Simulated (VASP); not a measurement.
**ZnBi3: single point with PBE**

ZnBi3:

```xyz
8
Lattice="6.9584 0.0000 0.0000 -3.4792 6.0261 0.0000 0.0000 0.0000 5.5852" Properties=species:S:1:pos:R:3 pbc="T T T"
Zn    0.0000    4.0174    1.3963
Zn    3.4792    2.0087    4.1889
Bi    3.4792    4.0134    1.3963
Bi   -1.7361    5.0198    4.1889
Bi    1.7431    1.0064    1.3963
Bi    0.0000    2.0127    4.1889
Bi    5.2153    1.0064    1.3963
Bi    1.7361    5.0198    4.1889
```

| Item | Value |
| --- | --- |
| Program | VASP 6.6.1 |
| Task | single point |
| Functional | PBE |
| Potentials or basis | VASP PAW PBE potentials, release 64 (Zn, Bi_d) |
| Cutoff | 520 eV |
| k mesh | 3 × 3 × 4 |
| Occupations | gaussian, width 0.1 eV |
| Spin | no spin polarisation |
| Dipole correction | no |
| Further INCAR settings | ALGO = Fast; EDIFF = 1e-06; NBANDS = 67 |

```yaml
Pressure: -0.6 GPa
Largest_force: 0.234 eV/Å
Band_gap_on_the_k_mesh: zero (bands 57 and 58 overlap by 2.56 eV)
```

Forces on the atoms (eV/Å):
```
Zn   0.000  0.000  0.000
Zn   0.000  0.000  0.000
Bi   0.000 -0.234  0.000
Bi   0.202 -0.117  0.000
Bi   0.202  0.117  0.000
Bi   0.000  0.234  0.000
Bi  -0.202  0.117  0.000
Bi  -0.202 -0.117  0.000
```

Stress tensor (GPa, compression positive):
```
-0.31  0.00  0.00
 0.00 -0.31  0.00
 0.00  0.00 -1.20
```

Levels at points of the mesh, in eV from the Fermi level:
| k point | band 55 | band 56 | band 57 | band 58 | band 59 | band 60 |
| --- | --- | --- | --- | --- | --- | --- |
| (0.00, 0.00, 0.00) | -1.70 | -1.38 | -1.13 | 0.43 | 0.77 | 0.82 |
| (0.00, 0.00, 0.50) | 0.69 | 0.69 | 2.10 | 2.10 | 2.15 | 2.15 |

It took 2.5 min on 1 thread of Intel(R) Xeon(R) Platinum 8488C (Sapphire Rapids), with other jobs on the host, peak memory 0.4 GiB.

Caveat: spin-orbit coupling is left out, which moves the levels of the heavy elements.
